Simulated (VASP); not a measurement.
Runs of VASP 6.6.1 on NiO. It takes space group Fm-3m (No. 225, cubic). The conventional cell has a = 4.183 Å, b = 4.183 Å, c = 4.183 Å, α = 90.00°, β = 90.00°, γ = 90.00°. Ni (site symmetry m-3m) has 6 O at 2.09 Å within 2.8 Å. O (site symmetry m-3m) has 6 Ni at 2.09 Å within 2.8 Å. 

| spin | k mesh | gap on the mesh (eV) | pressure (GPa) | moment (μB) |
| --- | --- | --- | --- | --- |
| collinear, ferromagnetic start | 6 × 6 × 6 | 2.79 | -9.5 | 2.00 |
| collinear, ferromagnetic start | 10 × 10 × 10 | 2.79 | -9.6 | 2.00 |
| off | 10 × 10 × 10 | none | (b) | - |
| non-collinear, typed start, SOC | 10 × 10 × 10 | - | (a) | 1.99 |

Alike in all rows: task single point; level PBEsol+U; potentials or basis VASP PAW PBE potentials, release 64 (Ni, O); Ni d U = 7.2 eV; cell as given; cutoff (eV) 520; smearing gaussian 0.05 eV.

**Question.** Estimate the missing entries.

**Answer.** (a) -9.4; (b) -24.7.

Caveats: some runs use coarse meshes; the PAW data sets were made with another functional, which shifts forces and pressure a little; a cell with one magnetic atom can't hold antiferromagnetic order, which such compounds often take (some runs); U without spin polarisation on a metal has little footing (some runs).

A k mesh can miss the band edges.

A gap of «none» marks levels without a gap at the run's occupations.
